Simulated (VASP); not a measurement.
## AgI: single point with PBE

Crystal: AgI.

```
Ag I
1.0
     0.00000    3.24818    3.24818
     3.24818    0.00000    3.24818
     3.24818    3.24818    0.00000
Ag I
1 1
Direct
  0.00000 0.00000 0.00000
  0.25000 0.25000 0.25000
```

This cell differs from its parent crystal: volume changed by -6%.

| Quantity | Value |
| --- | --- |
| Program | VASP 6.6.1 |
| Task | single point |
| Functional | PBE |
| Potentials or basis | VASP PAW PBE potentials, release 64 (Ag, I) |
| Cutoff | 500 eV |
| k mesh | 6 × 6 × 6 |
| Occupations | gaussian, width 0.01 eV |
| Spin | no spin polarisation |
| Dipole correction | no |
| Further INCAR settings | ALGO = Normal; EDIFF = 1e-06; NBANDS = 16 |

The pressure is 1.8 GPa and the band gap on the k mesh is 1.34 eV, direct.

Levels at points of the mesh, in eV from the valence-band top:
| k point | band 5 | band 6 | band 7 | band 8 | band 9 | band 10 | band 11 | band 12 | band 13 | band 14 |
| --- | --- | --- | --- | --- | --- | --- | --- | --- | --- | --- |
| (0.00, 0.00, 0.00) | -3.07 | -3.07 | 0.00 | 0.00 | 0.00 | 1.34 | 5.75 | 5.75 | 5.75 | 8.93 |
| (0.50, 0.00, 0.00) | -3.04 | -3.04 | -2.92 | -0.72 | -0.72 | 2.76 | 6.23 | 6.23 | 7.22 | 9.20 |
| (0.50, 0.50, 0.00) | -2.98 | -2.95 | -2.60 | -1.78 | -1.78 | 3.62 | 3.85 | 8.50 | 9.64 | 9.64 |

It used 35 s of CPU time on 1 thread of AMD EPYC 7R13 Processor (Zen 3), with other jobs on the host.

Caveat: spin-orbit coupling is left out, which moves the levels of the heavy elements.
